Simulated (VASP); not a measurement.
# MoS2 in VASP: a series of runs

Runs on MoS2. Level: r2SCAN. Tasks: single point.

All numbers are computed with VASP 6.6.1; they aren't measurements. Logs are shortened: lines on timing, memory, paths and dates and some standing lists are left out, and cuts for length are marked.

**1. The cell of the first run**

The cell holds a slab with vacuum, 3 atoms: a = 3.232 Å, b = 3.232 Å, c = 17.335 Å, α = 90.00°, β = 90.00°, γ = 120.00°.

**2. Single point, r2SCAN**

Input file POSCAR:

```
MoS2
1.0
    3.2318878900      0.0000000000      0.0000000000
   -1.6159439450      2.7988970100      0.0000000000
    0.0000000000      0.0000000000     17.3346000000
Mo S
1 2
Direct
    0.0000000000      0.0000000000      0.0000000000
    0.3333333333      0.6666666667      0.0894930000
    0.3333333333      0.6666666667      0.9105070000
```

Input file INCAR.step1:

```
PREC = Accurate ; ENCUT = 520
ISMEAR = 1 ; SIGMA = 0.1
LREAL = False ; LASPH = True
NELM = 100 ; NBANDS = 20
GGA = PE ; ALGO = Normal
EDIFF = 1E-4 ; LWAVE = True
LCHARG = False
```

Input file INCAR.step2:

```
PREC = Accurate ; ENCUT = 520
EDIFF = 1E-7 ; ISMEAR = 1
SIGMA = 0.1 ; LREAL = False
LASPH = True ; NELM = 100
ALGO = Normal ; ISIF = 2
LWAVE = False ; LCHARG = False
METAGGA = R2SCAN ; LMIXTAU = True
NBANDS = 20 ; ISTART = 1
```

Input file KPOINTS:

```
Automatic mesh
0
Gamma
  12 12 2
```

Potentials or basis: VASP PAW PBE potentials, release 64 (Mo_sv, S).

On the command line:

```bash
$ cat potpaw_PBE.64/Mo_sv/POTCAR potpaw_PBE.64/S/POTCAR > POTCAR
$ cp INCAR.step1 INCAR
$ mpirun -np 1 vasp_std > vasp.out
$ cp INCAR.step2 INCAR
$ mpirun -np 1 vasp_std > vasp.out
```

OUTCAR:

```text
PREC = Accurate
   ENCUT = 520
   EDIFF = 1E-7
   ISMEAR = 1
   LREAL = False
   LASPH = True
   NELM = 100
   ISIF = 2
   METAGGA = R2SCAN
   ISTART = 1

 ion  position               nearest neighbor table
   1  0.000  0.000  0.000-   2 2.43   3 2.43   2 2.43   3 2.43   2 2.43   3 2.43
   2  0.333  0.667  0.089-   1 2.43   1 2.43   1 2.43
   3  0.333  0.667  0.911-   1 2.43   1 2.43   1 2.43

  LATTYP: Found a hexagonal cell.
 ALAT       =     3.2318878900
 C/A-ratio  =     5.3636142682

  Lattice vectors:

 A1 = (   3.2318878900,   0.0000000000,   0.0000000000)
 A2 = (  -1.6159439450,   2.7988970100,   0.0000000000)
 A3 = (   0.0000000000,   0.0000000000,  17.3346000000)

Analysis of symmetry for initial positions (statically):
=====================================================================
 Subroutine PRICEL returns:
 Original cell was already a primitive cell.

 Routine SETGRP: Setting up the symmetry group for a
 hexagonal supercell.

 Subroutine GETGRP returns: Found 12 space group operations
 (whereof 12 operations were pure point group operations)
 out of a pool of 24 trial point group operations.

The static configuration has the point symmetry D_3h.

Analysis of symmetry for dynamics (positions and initial velocities):
=====================================================================
 Subroutine PRICEL returns:
 Original cell was already a primitive cell.

 Routine SETGRP: Setting up the symmetry group for a
 hexagonal supercell.

 Subroutine GETGRP returns: Found 12 space group operations
 (whereof 12 operations were pure point group operations)
 out of a pool of 24 trial point group operations.

The dynamic configuration has the point symmetry D_3h.

 Subroutine INISYM returns: Found 12 space group operations
 (whereof 12 operations are pure point group operations),
 and found     1 'primitive' translations

----------------------------------------------------------------------------------------

                                     Primitive cell

  volume of cell :     156.8040

  direct lattice vectors                    reciprocal lattice vectors
     3.231887890  0.000000000  0.000000000     0.309416673  0.178641800  0.000000000
    -1.615943945  2.798897010  0.000000000     0.000000000  0.357283600  0.000000000
     0.000000000  0.000000000 17.334600000     0.000000000  0.000000000  0.057688092

  length of vectors
     3.231887890  3.231887886 17.334600000     0.357283600  0.357283600  0.057688092

  position of ions in fractional coordinates (direct lattice)
     0.000000000  0.000000000  0.000000000
     0.333333333  0.666666667  0.089493000
     0.333333333  0.666666667  0.910507000

  ion indices of the primitive-cell ions
   primitive index   ion index
                 1           1
                 2           2
                 3           3

----------------------------------------------------------------------------------------

 KPOINTS: Automatic mesh

Automatic generation of k-mesh.
 Grid dimensions read from file:
 generate k-points for:   12   12    2

 Generating k-lattice:

  Cartesian coordinates                     Fractional coordinates (reciprocal lattice)
     0.025784723  0.014886817  0.000000000     0.083333333  0.000000000  0.000000000
     0.000000000  0.029773633  0.000000000     0.000000000  0.083333333  0.000000000
     0.000000000  0.000000000  0.028844046     0.000000000  0.000000000  0.500000000

  Length of vectors
     0.029773633  0.029773633  0.028844046

  Shift w.r.t. Gamma in fractional coordinates (k-lattice)
     0.000000000  0.000000000  0.000000000

 Subroutine IBZKPT returns following result:
 ===========================================

 Found     38 irreducible k-points:

 Following reciprocal coordinates:
            Coordinates               Weight
  0.000000  0.000000  0.000000      1.000000
  0.083333  0.000000  0.000000      6.000000
  0.166667 -0.000000  0.000000      6.000000
  0.250000  0.000000  0.000000      6.000000
  0.333333  0.000000  0.000000      6.000000
  0.416667 -0.000000  0.000000      6.000000
[... 16 lines left out ...]
  0.250000  0.000000  0.500000      6.000000
  0.333333  0.000000  0.500000      6.000000
 [... further k-points ...]
   k-points           NKPTS =     38   k-points in BZ     NKDIM =     38   number of bands    NBANDS=     20
   number of dos      NEDOS =    301   number of ions     NIONS =      3
   total plane-waves  NPLWV =  80640
   dimension x,y,z NGX =    24 NGY =   24 NGZ =  140
   dimension x,y,z NGXF=    48 NGYF=   48 NGZF=  280
   ions per type =               1   2
   NGX,Y,Z   is equivalent  to a cutoff of  12.35, 12.35, 13.43 a.u.
   NGXF,Y,Z  is equivalent  to a cutoff of  24.69, 24.69, 26.85 a.u.
 SYSTEM =  unknown system
   PREC   = accura    normal or accurate (medium, high low for compatibility)
   ISTART =      1    job   : 0-new  1-cont  2-samecut
   ICHARG =      0    charge: 1-file 2-atom 10-const
   ISPIN  =      1    spin polarized calculation?
   LNONCOLLINEAR =      F non collinear calculations
   LSORBIT =      F    spin-orbit coupling
   LASPH  =      T    aspherical Exc in radial PAW
   ENCUT  =  520.0 eV  38.22 Ry    6.18 a.u.   6.01  6.01 32.23*2*pi/ulx,y,z
   NELM   =    100;   NELMIN=  2; NELMDL=  0     # of ELM steps
   EDIFF  = 0.1E-06   stopping-criterion for ELM
   LREAL  =      F    real-space projection
   EDIFFG = 0.1E-05   stopping-criterion for IOM
   NSW    =      0    number of steps for IOM
   IBRION =     -1    ionic relax: 0-MD 1-quasi-New 2-CG
   NFREE  =      0    steps in history (QN), initial steepest desc. (CG)
   ISIF   =      2    stress and relaxation
   ISYM   =      2    0-nonsym 1-usesym 2-fastsym
   POTIM  = 0.5000    time-step for ionic-motion
   TEBEG  =    0.0;   TEEND  =   0.0 temperature during run
   PSTRESS=    0.0 pullay stress
   NELECT =      26.0000    total number of electrons
   NUPDOWN=      -1.0000    fix difference up-down
   EMIN   =  10.00;   EMAX   =-10.00  energy-range for DOS
   EFERMI =   0.00;   METHOD = LEGACY
   ISMEAR =     1;   SIGMA  =   0.10  broadening in eV -4-tet -1-fermi 0-gaus
   EFERMI_NEDOS =   21; number of points for ismear=-14 and -15
   IALGO  =     38    algorithm
   IMIX   =      4    mixing-type and parameters
     AMIX     =   0.40;   BMIX     =  1.00
     AMIX_MAG =   1.60;   BMIX_MAG =  1.00
  volume/ion in A,a.u.               =      52.27       352.72
  Fermi-wavevector in a.u.,A,eV,Ry     =   0.899388  1.699596 11.005728  0.808898
  Thomas-Fermi vector in A             =   2.022215
   LORBIT       =      0    0 simple, 1 ext, 2 COOP (PROOUT), +10 PAW based schemes
   METAGGA = R2SCAN    functional components
   LHFCALC =     F    Hartree Fock is set to
   AEXX    =    0.0000 exact exchange contribution
   IVDW    =     0    specifies the selected vdW correction
   LEPSILON=     F    determine dielectric tensor
   LRPA    =     F    only Hartree local field effects (RPA)
 non-spin polarized calculation
 Methfessel and Paxton  Order N= 1 SIGMA  =   0.10
  energy-cutoff  :      520.00
  volume of cell :      156.80
 maximum number of plane-waves:      4296
   NGX = 13   NGY = 13   NGZ = 65

 number of electron      26.0000004 magnetization

 Free energy of the ion-electron system (eV)
  ---------------------------------------------------
  ext. energy  EPLUGINS =         0.00000000
  ---------------------------------------------------
  free energy    TOTEN  =       -44.97678970 eV

  energy without entropy =      -44.97718569  energy(sigma->0) =      -44.97692170

 E-fermi :  -1.5745     XC(G=0):  -4.3772

 val. band max:       -1.6127582387   @ k =   0.0000   0.0000   0.0000
 cond. band min:      -0.1886676321   @ k =   0.3333   0.3333   0.0000
 fundamental gap:      1.4240906066
 Fermi energy:        -1.5744621763

 k-point     1 :       0.0000    0.0000    0.0000
  band No.  band energies     occupation
      1     -64.6393      2.00000
      2     -38.0151      2.00000
      3     -37.8599      2.00000
      4     -37.8599      2.00000
      5     -16.3844      2.00000
      6     -15.0123      2.00000
[... 12 lines left out ...]
     19       4.6627      0.00000
     20       4.7722      0.00000

 k-point     2 :       0.0833    0.0000    0.0000
  band No.  band energies     occupation
      1     -64.6371      2.00000
      2     -38.0105      2.00000
      3     -37.8833      2.00000
      4     -37.8653      2.00000
      5     -16.2847      2.00000
      6     -14.9737      2.00000
[... 12 lines left out ...]
     19       4.7935      0.00000
     20       5.1696      0.00000

 k-point     3 :       0.1667   -0.0000    0.0000
  band No.  band energies     occupation
      1     -64.6309      2.00000
      2     -37.9978      2.00000
      3     -37.9466      2.00000
      4     -37.8797      2.00000
      5     -16.0020      2.00000
      6     -14.8644      2.00000
[... 12 lines left out ...]
     19       5.1752      0.00000
     20       5.8822      0.00000

 k-point     4 :       0.2500    0.0000    0.0000
  band No.  band energies     occupation
      1     -64.6225      2.00000
      2     -38.0320      2.00000
      3     -37.9805      2.00000
      4     -37.8994      2.00000
      5     -15.5864      2.00000
      6     -14.7050      2.00000
[... 12 lines left out ...]
     19       5.7715      0.00000
     20       6.4326      0.00000

 k-point     5 :       0.3333    0.0000    0.0000
  band No.  band energies     occupation
      1     -64.6141      2.00000
      2     -38.1163      2.00000
      3     -37.9631      2.00000
      4     -37.9191      2.00000
      5     -15.1256      2.00000
      6     -14.5318      2.00000
[... 12 lines left out ...]
     19       6.4288      0.00000
     20       6.5581      0.00000

 k-point     6 :       0.4167   -0.0000    0.0000
  band No.  band energies     occupation
      1     -64.6079      2.00000
      2     -38.1774      2.00000
      3     -37.9503      2.00000
      4     -37.9334      2.00000
      5     -14.7485      2.00000
      6     -14.3943      2.00000
[... 12 lines left out ...]
     19       6.6385      0.00000
     20       6.7966      0.00000

 k-point     7 :       0.5000    0.0000    0.0000
  band No.  band energies     occupation
      1     -64.6056      2.00000
      2     -38.1995      2.00000
      3     -37.9457      2.00000
      4     -37.9386      2.00000
      5     -14.5994      2.00000
      6     -14.3413      2.00000
[... 12 lines left out ...]
     19       6.6830      0.00000
     20       7.0641      0.00000
[... 277 lines left out ...]
 k-point    20 :       0.0000    0.0000    0.5000
  band No.  band energies     occupation
      1     -64.6393      2.00000
      2     -38.0151      2.00000
      3     -37.8600      2.00000
      4     -37.8599      2.00000
      5     -16.3844      2.00000
      6     -15.0123      2.00000
[... 12 lines left out ...]
     19       4.3630      0.00000
     20       4.9477      0.00000

 k-point    21 :       0.0833    0.0000    0.5000
  band No.  band energies     occupation
      1     -64.6371      2.00000
      2     -38.0105      2.00000
      3     -37.8833      2.00000
      4     -37.8653      2.00000
      5     -16.2847      2.00000
      6     -14.9737      2.00000
[... 12 lines left out ...]
     19       4.5957      0.00000
     20       5.3289      0.00000

 k-point    22 :       0.1667   -0.0000    0.5000
  band No.  band energies     occupation
      1     -64.6309      2.00000
      2     -37.9978      2.00000
      3     -37.9466      2.00000
      4     -37.8797      2.00000
      5     -16.0020      2.00000
      6     -14.8644      2.00000
[... 12 lines left out ...]
     19       5.0308      0.00000
     20       6.1652      0.00000

 k-point    23 :       0.2500    0.0000    0.5000
  band No.  band energies     occupation
      1     -64.6225      2.00000
      2     -38.0320      2.00000
      3     -37.9805      2.00000
      4     -37.8994      2.00000
      5     -15.5864      2.00000
      6     -14.7050      2.00000
[... 12 lines left out ...]
     19       5.5812      0.00000
     20       6.7085      0.00000

 k-point    24 :       0.3333    0.0000    0.5000
  band No.  band energies     occupation
      1     -64.6141      2.00000
      2     -38.1163      2.00000
      3     -37.9631      2.00000
      4     -37.9191      2.00000
      5     -15.1256      2.00000
      6     -14.5318      2.00000
[... 12 lines left out ...]
     19       6.2917      0.00000
     20       6.5862      0.00000

 [... further k-points ...]

------------------------ aborting loop because EDIFF is reached ----------------------------------------

  FORCE on cell =-STRESS in cart. coord.  units (eV):
  Direction    XX          YY          ZZ          XY          YZ          ZX
  --------------------------------------------------------------------------------------
  -------------------------------------------------------------------------------------
  Total       -1.6675106     -1.6675106     -0.8358754      0.0000000     -0.0000000      0.0000000
  in kB      -17.0381392    -17.0381392     -8.5407319      0.0000000     -0.0000000      0.0000000
  external PRESSURE =     -14.2056701 kB  Pullay stress =       0.0000000 kB

 VOLUME and BASIS-vectors are now :
 -----------------------------------------------------------------------------
  energy-cutoff  :      520.00
  volume of cell :      156.80
      direct lattice vectors                 reciprocal lattice vectors
     3.231887890  0.000000000  0.000000000     0.309416673  0.178641800  0.000000000
    -1.615943945  2.798897010  0.000000000     0.000000000  0.357283600  0.000000000
     0.000000000  0.000000000 17.334600000     0.000000000  0.000000000  0.057688092

 POSITION                                       TOTAL-FORCE (eV/Angst)
 -----------------------------------------------------------------------------------
      0.00000      0.00000      0.00000         0.000000     -0.000000      0.000000
     -0.00000      1.86593      1.55133        -0.000000      0.000000     -0.264017
     -0.00000      1.86593     15.78327        -0.000000      0.000000      0.264017
 -----------------------------------------------------------------------------------
    total drift:                                0.000000     -0.000000     -0.000000

  FREE ENERGIE OF THE ION-ELECTRON SYSTEM (eV)
  ---------------------------------------------------
  free  energy   TOTEN  =       -44.9767897005 eV

  energy  without entropy=      -44.9771856897  energy(sigma->0) =      -44.97692170
```

Run time: 9.7 min. Hardware: 1 thread of Intel Xeon 6975P-C, shared host; peak memory 0.37 GiB.

What came out:

```
Free energy            : -44.9768 eV
Largest force          : 0.264 eV/Å
Band gap on the k mesh : 1.42 eV, indirect (least direct gap 1.63 eV)
```

Forces in eV/Å, atoms in the order of the input:
```
Mo   0.000  0.000  0.000
S    0.000  0.000 -0.264
S    0.000  0.000  0.264
```

Levels at points of the mesh, in eV from the valence-band top:
```csv
k point,band 9,band 10,band 11,band 12,band 13,band 14,band 15,band 16,band 17,band 18
"(0.00, 0.00, 0.00)",-2.97,-1.89,-1.86,-1.86,0.00,2.66,2.66,2.92,2.92,5.82
"(0.50, 0.00, 0.00)",-4.32,-3.50,-2.04,-1.36,-0.77,2.05,2.57,3.95,4.28,6.40
"(0.00, 0.00, 0.50)",-2.97,-1.89,-1.86,-1.86,0.00,2.66,2.66,2.92,2.92,5.96
"(0.50, 0.00, 0.50)",-4.32,-3.50,-2.04,-1.36,-0.77,2.05,2.57,3.95,4.28,6.40
```

Caveat: the PAW data sets were made with another functional, which shifts forces and pressure a little.

**3. Single point, r2SCAN**

This run uses another cell than the first one, of 53.82 Å³/atom, 1.030 times its volume.

Input file POSCAR:

```
MoS2
1.0
    3.2796497800      0.0000000000      0.0000000000
   -1.6398248900      2.8402600200      0.0000000000
    0.0000000000      0.0000000000     17.3346000000
Mo S
1 2
Direct
    0.0000000000      0.0000000000      0.0000000000
    0.3333333333      0.6666666667      0.0894930000
    0.3333333333      0.6666666667      0.9105070000
```

Input file INCAR.step1:

```
ALGO = Normal
EDIFF = 1E-4
ENCUT = 520
GGA = PE
ISMEAR = 1
LASPH = True
LCHARG = False
LREAL = False
LWAVE = True
NBANDS = 20
NELM = 60
PREC = Accurate
SIGMA = 0.1
```

Input file INCAR.step2:

```
ALGO = Normal
EDIFF = 1E-6
ENCUT = 520
ISIF = 2
ISMEAR = 1
ISTART = 1
LASPH = True
LCHARG = False
LMIXTAU = True
LREAL = False
LWAVE = False
METAGGA = R2SCAN
NBANDS = 20
NELM = 60
PREC = Accurate
SIGMA = 0.1
```

Input file KPOINTS:

```
k-points
0
Gamma
  12 12 2
```

Potentials or basis: VASP PAW PBE potentials, release 64 (Mo_sv, S).

On the command line:

```bash
$ cat potpaw_PBE.64/Mo_sv/POTCAR potpaw_PBE.64/S/POTCAR > POTCAR
$ cp INCAR.step1 INCAR
$ mpirun -np 1 vasp_std > vasp.out
$ cp INCAR.step2 INCAR
$ mpirun -np 1 vasp_std > vasp.out
```

OUTCAR:

```text
EDIFF = 1E-6
   ENCUT = 520
   ISIF = 2
   ISMEAR = 1
   ISTART = 1
   LASPH = True
   LREAL = False
   METAGGA = R2SCAN
   NELM = 60
   PREC = Accurate

 ion  position               nearest neighbor table
   1  0.000  0.000  0.000-   2 2.45   3 2.45   2 2.45   3 2.45   2 2.45   3 2.45
   2  0.333  0.667  0.089-   1 2.45   1 2.45   1 2.45
   3  0.333  0.667  0.911-   1 2.45   1 2.45   1 2.45

  LATTYP: Found a hexagonal cell.
[... 747 lines left out ...]

  FORCE on cell =-STRESS in cart. coord.  units (eV):
  Direction    XX          YY          ZZ          XY          YZ          ZX
  --------------------------------------------------------------------------------------
  -------------------------------------------------------------------------------------
  Total       -3.2274708     -3.2274708     -1.6198399     -0.0000000     -0.0000000      0.0000000
  in kB      -32.0238480    -32.0238479    -16.0724944     -0.0000000     -0.0000000      0.0000000
  external PRESSURE =     -26.7067301 kB  Pullay stress =       0.0000000 kB

 VOLUME and BASIS-vectors are now :
 -----------------------------------------------------------------------------
  energy-cutoff  :      520.00
  volume of cell :      161.47
      direct lattice vectors                 reciprocal lattice vectors
     3.279649780  0.000000000  0.000000000     0.304910605  0.176040220  0.000000000
    -1.639824890  2.840260020  0.000000000     0.000000000  0.352080441  0.000000000
     0.000000000  0.000000000 17.334600000     0.000000000  0.000000000  0.057688092

 POSITION                                       TOTAL-FORCE (eV/Angst)
 -----------------------------------------------------------------------------------
      0.00000      0.00000      0.00000         0.000000      0.000000      0.000000
     -0.00000      1.89351      1.55133         0.000000     -0.000000     -0.515932
     -0.00000      1.89351     15.78327         0.000000     -0.000000      0.515932
 -----------------------------------------------------------------------------------
    total drift:                                0.000000     -0.000000     -0.000000

  FREE ENERGIE OF THE ION-ELECTRON SYSTEM (eV)
  ---------------------------------------------------
  free  energy   TOTEN  =       -44.9051881029 eV

  energy  without entropy=      -44.9055862850  energy(sigma->0) =      -44.90532083
```

OUTCAR.step1:

```text
EDIFF = 1E-4
   ENCUT = 520
   GGA = PE
   ISMEAR = 1
[... 778 lines left out ...]
      0.00000      0.00000      0.00000        -0.000000     -0.000000      0.000000
     -0.00000      1.89351      1.55133         0.000000     -0.000000     -0.339081
     -0.00000      1.89351     15.78327         0.000000      0.000000      0.339081
 -----------------------------------------------------------------------------------
    total drift:                                0.000000     -0.000000     -0.000000

  FREE ENERGIE OF THE ION-ELECTRON SYSTEM (eV)
  ---------------------------------------------------
  free  energy   TOTEN  =       -21.7702985147 eV

  energy  without entropy=      -21.7706921900  energy(sigma->0) =      -21.77042974
```

Run time: 7 min. Hardware: 1 thread of Intel Xeon 6975P-C, shared host; peak memory 0.37 GiB.

What came out:

| Item | Value |
| --- | --- |
| Free energy | -44.9052 eV |
| Largest force | 0.516 eV/Å |
| Band gap on the k mesh | 1.19 eV, indirect (least direct gap 1.50 eV) |

Forces on the atoms (eV/Å):
```
Mo   0.000  0.000  0.000
S    0.000  0.000 -0.516
S    0.000  0.000  0.516
```

Caveat: the PAW data sets were made with another functional, which shifts forces and pressure a little.
